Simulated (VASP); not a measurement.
The system is In3As.

```
CELL_PARAMETERS angstrom
4.67168 0.00000 0.00000
0.00000 4.67168 0.00000
0.00000 0.00000 4.67168
ATOMIC_POSITIONS crystal
In 0.00000 0.50000 0.50000
In 0.50000 0.00000 0.50000
In 0.50000 0.50000 0.00000
As 0.00000 0.00000 0.00000
```

- Program: VASP 6.6.1
- Task: relaxation of cell and atoms
- Functional: PBE
- Dispersion: D3(BJ)
- Potentials or basis: VASP PAW PBE potentials, release 64 (In_d, As)
- Cutoff: 600 eV
- k mesh: 10 × 10 × 10
- Occupations: gaussian, width 0.1 eV
- Spin: no spin polarisation

At the start: pressure -1.8 GPa; volume 25.49 Å³/atom.

Where does the relaxation end?

Over 5 steps the energy falls by 6.8 meV/atom and the volume is 24.41 Å³/atom (-4.2 %); space group Pm-3m (No. 221, to 0.1 Å) before and after.

Step by step:
```tsv
step	energy change (eV)	largest force (eV/Å)	pressure (GPa)	volume (Å³)
1	0.0000	0.0000	-1.85	101.96
2	-0.0270	0.0000	-0.06	97.68
3	-0.0271	0.0000	0.06	97.56
4	-0.0270	0.0000	-0.05	97.69
5	-0.0271	0.0000	-0.01	97.63
```

Final structure:
```
CELL_PARAMETERS angstrom
4.60468 0.00000 0.00000
0.00000 4.60468 0.00000
0.00000 0.00000 4.60468
ATOMIC_POSITIONS crystal
In 0.00000 0.50000 0.50000
In 0.50000 0.00000 0.50000
In 0.50000 0.50000 0.00000
As 0.00000 0.00000 0.00000
```
